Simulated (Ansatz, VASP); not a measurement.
**Two plane-wave programs on Pt**

```
CELL_PARAMETERS angstrom
0.00000 3.00114 3.00114
3.00114 0.00000 3.00114
3.00114 3.00114 0.00000
ATOMIC_POSITIONS crystal
Pt 0.12500 0.12500 0.12500
Pt 0.87500 0.87500 0.87500
```

Alike in both runs: task single point; functional PBE; k mesh 11 × 11 × 11; occupations fermi-dirac, width 0.1 eV; no spin polarisation.

|  | VASP | Ansatz |
| --- | --- | --- |
| version | VASP 6.6.1 | Ansatz 0.2.0 |
| potentials or method | VASP PAW PBE potentials, release 64 (Pt), cutoff 520 eV | plane waves (420 eV) with PAW, scalar-relativistic |
| valence electrons in the cell | 20 | 36 |

Ansatz gave:

* pressure (GPa): -9.4

Problem. Estimate VASP's values.

Solution. Pressure (GPa): -9.6.

The functional is the same, so the differences come from potentials, cutoffs and numerics. VASP's potentials hold 20 valence electrons a cell and Ansatz's 36, so a difference there can come from the potentials and not from the codes.

Spin-orbit coupling is off throughout.
